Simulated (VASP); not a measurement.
# Li2RhN2 (P1) in VASP: a series of runs

Aim: see how the results for Li2RhN2 move with the level of theory and the settings. Levels: PBE, PBEsol. Tasks: single point.

Everything below comes from runs of VASP 6.6.1. Logs are shortened: lines on timing, memory, paths and dates and some standing lists are left out, and cuts for length are marked.

### Step 1. The cell of the first run

The typed cell holds 5 atoms: a = 3.221 Å, b = 3.221 Å, c = 5.076 Å, α = 90.00°, β = 90.00°, γ = 120.00°.

### Step 2. Single point, PBE

File INCAR:

```
SYSTEM = Li2RhN2
PREC = Accurate
ENCUT = 520
EDIFF = 1E-6
ISMEAR = 1
SIGMA = 0.1
LREAL = .FALSE.
LASPH = .TRUE.
NELM = 60
ALGO = Normal
ISIF = 2
LWAVE = .FALSE.
LCHARG = .FALSE.
GGA = PE
NBANDS = 24
```

File KPOINTS:

```
regular mesh
0
G
  7 7 4
  0 0 0
```

File POSCAR:

```
Li2RhN2
1.0
    3.2214626416      0.0000000000      0.0000000000
   -1.6107313208      2.7898684850      0.0000000000
    0.0000000000      0.0000000000      5.0759660458
Rh N Li
1 2 2
Direct
    0.0128070000      0.0109850000     -0.0116930000
    0.3451150000      0.6882240000      0.2083290000
    0.6982230000      0.3555770000      0.7964200000
    0.3383490000      0.6651990000      0.6450190000
    0.6595890000      0.3430480000      0.3623870000
```

Potentials or basis: VASP PAW PBE potentials, release 64 (Rh_pv, N, Li_sv).

Command:

```console
cat potpaw_PBE.64/Rh_pv/POTCAR potpaw_PBE.64/N/POTCAR potpaw_PBE.64/Li_sv/POTCAR > POTCAR
mpirun -np 1 vasp_std > vasp.out
```

OUTCAR:

```text
SYSTEM = Li2RhN2
   PREC = Accurate
   ENCUT = 520
   EDIFF = 1E-6
   ISMEAR = 1
   LREAL = .FALSE.
   LASPH = .TRUE.
   NELM = 60
   ISIF = 2
   GGA = PE

 ion  position               nearest neighbor table
   1  0.013  0.011  0.988-   3 2.07   3 2.08   2 2.14   3 2.15   2 2.17   2 2.19   4 2.52   4 2.56
                             4 2.56   5 2.62   5 2.66   5 2.69
   2  0.345  0.688  0.208-   5 1.99   5 2.00   5 2.07   1 2.14   1 2.17   1 2.19
   3  0.698  0.356  0.796-   4 1.94   4 2.02   1 2.07   4 2.07   1 2.08   1 2.15
   4  0.338  0.665  0.645-   3 1.94   3 2.02   3 2.07   5 2.30   5 2.37   5 2.38   1 2.52   1 2.56
                             1 2.56
   5  0.660  0.343  0.362-   2 1.99   2 2.00   2 2.07   4 2.30   4 2.37   4 2.38   1 2.62   1 2.66
                             1 2.69

  LATTYP: Found a hexagonal cell.
 ALAT       =     3.2214626416
 C/A-ratio  =     1.5756712433

  Lattice vectors:

 A1 = (   3.2214626416,   0.0000000000,   0.0000000000)
 A2 = (  -1.6107313208,   2.7898684850,   0.0000000000)
 A3 = (   0.0000000000,   0.0000000000,   5.0759660458)

Analysis of symmetry for initial positions (statically):
=====================================================================
 Subroutine PRICEL returns:
 Original cell was already a primitive cell.

 Routine SETGRP: Setting up the symmetry group for a
 hexagonal supercell.

 Subroutine GETGRP returns: Found  1 space group operations
 (whereof  1 operations were pure point group operations)
 out of a pool of 24 trial point group operations.

The static configuration has the point symmetry C_1 .

Analysis of symmetry for dynamics (positions and initial velocities):
=====================================================================
 Subroutine PRICEL returns:
 Original cell was already a primitive cell.

 Routine SETGRP: Setting up the symmetry group for a
 hexagonal supercell.

 Subroutine GETGRP returns: Found  1 space group operations
 (whereof  1 operations were pure point group operations)
 out of a pool of 24 trial point group operations.

The dynamic configuration has the point symmetry C_1 .

 Subroutine INISYM returns: Found  1 space group operations
 (whereof  1 operations are pure point group operations),
 and found     1 'primitive' translations

----------------------------------------------------------------------------------------

                                     Primitive cell

  volume of cell :      45.6200
[... 96 lines left out ...]
   LREAL  =      F    real-space projection
   EDIFFG = 0.1E-04   stopping-criterion for IOM
   NSW    =      0    number of steps for IOM
   IBRION =     -1    ionic relax: 0-MD 1-quasi-New 2-CG
   NFREE  =      0    steps in history (QN), initial steepest desc. (CG)
   ISIF   =      2    stress and relaxation
   ISYM   =      2    0-nonsym 1-usesym 2-fastsym
   POTIM  = 0.5000    time-step for ionic-motion
   TEBEG  =    0.0;   TEEND  =   0.0 temperature during run
   PSTRESS=    0.0 pullay stress
   NELECT =      31.0000    total number of electrons
   NUPDOWN=      -1.0000    fix difference up-down
   EMIN   =  10.00;   EMAX   =-10.00  energy-range for DOS
   EFERMI =   0.00;   METHOD = LEGACY
   ISMEAR =     1;   SIGMA  =   0.10  broadening in eV -4-tet -1-fermi 0-gaus
   EFERMI_NEDOS =   21; number of points for ismear=-14 and -15
   IALGO  =     38    algorithm
   IMIX   =      4    mixing-type and parameters
     AMIX     =   0.40;   BMIX     =  1.00
     AMIX_MAG =   1.60;   BMIX_MAG =  1.00
  volume/ion in A,a.u.               =       9.12        61.57
  Fermi-wavevector in a.u.,A,eV,Ry     =   1.439274  2.719834 28.184609  2.071510
  Thomas-Fermi vector in A             =   2.558148
   LORBIT       =      0    0 simple, 1 ext, 2 COOP (PROOUT), +10 PAW based schemes
   GGA     = PE    functional components
   LHFCALC =     F    Hartree Fock is set to
   AEXX    =    0.0000 exact exchange contribution
   IVDW    =     0    specifies the selected vdW correction
   LEPSILON=     F    determine dielectric tensor
   LRPA    =     F    only Hartree local field effects (RPA)
 non-spin polarized calculation
 Methfessel and Paxton  Order N= 1 SIGMA  =   0.10
  energy-cutoff  :      520.00
  volume of cell :       45.62
 maximum number of plane-waves:      1246
   NGX = 11   NGY = 11   NGZ = 19

 number of electron      30.9999999 magnetization

 Free energy of the ion-electron system (eV)
  ---------------------------------------------------
  ext. energy  EPLUGINS =         0.00000000
  ---------------------------------------------------
  free energy    TOTEN  =       -28.07998176 eV

  energy without entropy =      -28.08235444  energy(sigma->0) =      -28.08077265

 E-fermi :   6.4077     XC(G=0): -11.5072

 val. band max:        6.4073186377   @ k =   0.2857   0.2857   0.2500
 cond. band min:       6.4306579884   @ k =   0.4286   0.2857   0.2500
 fundamental gap:      0.0233393507
 Fermi energy:         6.4076747665

 k-point     1 :       0.0000    0.0000    0.0000
  band No.  band energies     occupation
      1     -40.4888      2.00000
      2     -40.4804      2.00000
      3     -40.4480      2.00000
      4     -38.5924      2.00000
      5     -38.3670      2.00000
      6      -8.7476      2.00000
[... 637 lines left out ...]
     23      17.8504      0.00000
     24      18.2863      0.00000

 [... further k-points ...]

------------------------ aborting loop because EDIFF is reached ----------------------------------------

  FORCE on cell =-STRESS in cart. coord.  units (eV):
  Direction    XX          YY          ZZ          XY          YZ          ZX
  --------------------------------------------------------------------------------------
  -------------------------------------------------------------------------------------
  Total       -0.5293625     -0.4946563     -0.2529023     -0.1568752      0.0471924      0.3332845
  in kB      -18.5912347    -17.3723515     -8.8819401     -5.5094643      1.6574005     11.7049674
  external PRESSURE =     -14.9485088 kB  Pullay stress =       0.0000000 kB

 VOLUME and BASIS-vectors are now :
 -----------------------------------------------------------------------------
  energy-cutoff  :      520.00
  volume of cell :       45.62
      direct lattice vectors                 reciprocal lattice vectors
     3.221462642  0.000000000  0.000000000     0.310418003  0.179219918  0.000000000
    -1.610731321  2.789868485  0.000000000     0.000000000  0.358439835  0.000000000
     0.000000000  0.000000000  5.075966046     0.000000000  0.000000000  0.197006834

 POSITION                                       TOTAL-FORCE (eV/Angst)
 -----------------------------------------------------------------------------------
      0.02356      0.03065      5.01661         0.187486      0.390657      0.943452
      0.00323      1.92005      1.05747         0.044767     -0.282169      0.006531
      1.67656      0.99201      4.04260        -0.574452     -0.459504     -0.451046
      0.01852      1.85582      3.27409         0.123085      0.271473     -0.042024
      1.57228      0.95706      1.83946         0.219114      0.079542     -0.456913
 -----------------------------------------------------------------------------------
    total drift:                               -0.000476      0.000551     -0.000044

  FREE ENERGIE OF THE ION-ELECTRON SYSTEM (eV)
  ---------------------------------------------------
  free  energy   TOTEN  =       -28.0799817576 eV

  energy  without entropy=      -28.0823544418  energy(sigma->0) =      -28.08077265
```

OSZICAR:

```text
N       E                     dE             d eps       ncg     rms          rms(c)
DAV:   1     0.265578237046E+03    0.26558E+03   -0.16295E+04  4752   0.140E+03
DAV:   2    -0.168722728782E+02   -0.28245E+03   -0.26722E+03  5664   0.402E+02
DAV:   3    -0.338696071109E+02   -0.16997E+02   -0.16741E+02  7776   0.867E+01
DAV:   4    -0.346610293874E+02   -0.79142E+00   -0.78982E+00  6112   0.150E+01
DAV:   5    -0.346680809322E+02   -0.70515E-02   -0.70511E-02  6584   0.161E+00    0.248E+01
DAV:   6    -0.326813118798E+02    0.19868E+01   -0.57323E+01  5008   0.568E+01    0.227E+01
DAV:   7    -0.280654998698E+02    0.46158E+01   -0.15733E+01  4912   0.375E+01    0.441E+00
DAV:   8    -0.280910790632E+02   -0.25579E-01   -0.96918E-01  5976   0.654E+00    0.254E+00
DAV:   9    -0.280801926887E+02    0.10886E-01   -0.83489E-02  6248   0.263E+00    0.115E+00
DAV:  10    -0.280788703999E+02    0.13223E-02   -0.19518E-02  6064   0.112E+00    0.317E-01
DAV:  11    -0.280797495808E+02   -0.87918E-03   -0.45133E-03  6000   0.518E-01    0.150E-01
DAV:  12    -0.280799389371E+02   -0.18936E-03   -0.50627E-04  6016   0.159E-01    0.594E-02
DAV:  13    -0.280799791038E+02   -0.40167E-04   -0.70475E-05  5448   0.592E-02    0.103E-02
DAV:  14    -0.280799815964E+02   -0.24927E-05   -0.90355E-06  6024   0.254E-02    0.652E-03
DAV:  15    -0.280799817576E+02   -0.16116E-06   -0.90767E-07  4104   0.772E-03
   1 F= -.28079982E+02 E0= -.28080773E+02  d E =0.237268E-02
```

stdout:

```text
POSCAR found type information on POSCAR RhN Li
 POSCAR found :  3 types and       5 ions
 scaLAPACK will be used
 LDA part: xc-table for (Slater+PW92), standard interpolation
 POSCAR, INCAR and KPOINTS ok, starting setup
 FFT: planning ... GRIDC
 FFT: planning ... GRID_SOFT
 FFT: planning ... GRID
 WAVECAR not read
 entering main loop
```

Wall time 83 s (1 thread of Intel Xeon 8259CL, shared host); peak memory 0.23 GiB.

Results:

| Item | Value |
| --- | --- |
| Free energy | -28.0800 eV |
| Largest force | 1.038 eV/Å |
| Band gap on the k mesh | zero (an odd number of electrons rules out a gap without spin polarisation) |

Forces on the atoms (eV/Å):
```
Rh   0.187  0.391  0.943
N    0.045 -0.282  0.007
N   -0.574 -0.460 -0.451
Li   0.123  0.271 -0.042
Li   0.219  0.080 -0.457
```

Levels at points of the mesh, in eV from the Fermi level:
| k point | band 13 | band 14 | band 15 | band 16 | band 17 | band 18 | band 19 | band 20 |
| --- | --- | --- | --- | --- | --- | --- | --- | --- |
| (0.00, 0.00, 0.00) | -0.86 | -0.83 | -0.72 | -0.32 | 2.96 | 3.18 | 4.65 | 7.69 |
| (0.00, 0.00, 0.50) | -2.25 | -1.01 | -0.93 | 0.24 | 3.25 | 3.48 | 5.95 | 6.96 |

Caveat: the cutoff is under 1.25 times the usual one of these potentials, so pressure, stress and relaxed cells hold a basis-set (Pulay) error; forces of over 1 eV/Å act on the atoms, so gaps and moduli don't describe the material at rest.

### Step 3. Single point, PBEsol

File INCAR:

```
PREC = Accurate ; ENCUT = 520
EDIFF = 1E-6 ; ISMEAR = 0
SIGMA = 0.05 ; LREAL = F
LASPH = T ; NELM = 60
ALGO = Normal ; ISIF = 2
LWAVE = F ; LCHARG = T
GGA = PS ; LELF = T
LVHAR = T ; NBANDS = 24
```

File KPOINTS:

```
regular mesh
0
Gamma
  7 7 4
```

POSCAR is that of step 2.

Potentials or basis: VASP PAW PBE potentials, release 64 (Rh_pv, N, Li_sv).

Command:

```console
cat potpaw_PBE.64/Rh_pv/POTCAR potpaw_PBE.64/N/POTCAR potpaw_PBE.64/Li_sv/POTCAR > POTCAR
mpirun -np 1 vasp_std > vasp.out
```

Wall time 2 min (1 thread of Intel Xeon 8259CL, shared host); peak memory 0.23 GiB.

It converged, with:

- Free energy: -29.9304 eV
- Largest force: 1.018 eV/Å
- Band gap on the k mesh: zero (an odd number of electrons rules out a gap without spin polarisation)

Forces on the atoms (eV/Å):
```
Rh   0.184  0.380  0.926
N    0.035 -0.276 -0.362
N   -0.560 -0.454 -0.074
Li   0.123  0.271  0.000
Li   0.218  0.079 -0.490
```

Levels at points of the mesh, in eV from the Fermi level:
| k point | band 14 | band 15 | band 16 | band 17 | band 18 | band 19 |
| --- | --- | --- | --- | --- | --- | --- |
| (0.00, 0.00, 0.00) | -0.85 | -0.73 | -0.33 | 2.94 | 3.16 | 4.56 |
| (0.00, 0.00, 0.50) | -1.03 | -0.95 | 0.23 | 3.24 | 3.47 | 5.84 |

Caveat: the cutoff is under 1.25 times the usual one of these potentials, so pressure, stress and relaxed cells hold a basis-set (Pulay) error; the PAW data sets were made with another functional, which shifts forces and pressure a little.
